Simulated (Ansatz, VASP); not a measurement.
## Tl2B6Te in VASP and in Ansatz

```xyz
9
Lattice="-2.4808 2.4808 6.1931 2.4808 -2.4808 6.1931 2.4808 2.4808 -6.1931" Properties=species:S:1:pos:R:3 pbc="T T T"
Tl    2.4808    0.0000    3.1108
Tl    0.0000    2.4808    3.1108
B     0.8545   -0.8545    6.1361
B    -0.8545    0.8545    6.1361
B     0.0000    0.0000    7.3684
B     0.0000    0.0000    4.9033
B     0.8545    0.8545    6.1361
B     1.6263    1.6263   -0.0570
Te    0.0000    0.0000    0.3102
```

Change from the starting cell: the structure that the rattled cell fell into.

Alike in both runs: task single point; functional PBE; k mesh 6 × 6 × 6; occupations gaussian, width 0.1 eV; no spin polarisation.

|  | VASP | Ansatz |
| --- | --- | --- |
| version | VASP 6.6.1 | Ansatz 0.2.0 |
| potentials or method | VASP PAW PBE potentials, release 64 (Tl_d, B, Te), cutoff 520 eV | scalar-relativistic, plane waves, PAW |
| valence electrons in the cell | 50 | 60 |

|  | VASP | Ansatz | Ansatz less VASP |
| --- | --- | --- | --- |
| gap on the k mesh at the Fermi level (eV) | none | none | - |
| pressure (GPa) | 0.1 | 0.0 | -0.05 |
| traceless stress, the component that is largest in VASP (GPa) | 0.10 | 0.14 | +0.041 |
| rms of the force components (eV/Å) | 0.042 | 0.032 | -0.0101 |

Atom by atom the forces differ by 0.010 eV/Å (rms over components). A gap of «none» marks a metal or a gap that the smearing closes. With one functional, cell and mesh, what is left measures potentials, basis and numerics. VASP's potentials hold 50 valence electrons a cell and Ansatz's 60, so a difference there can come from the potentials and not from the codes.

Spin-orbit coupling is off throughout.
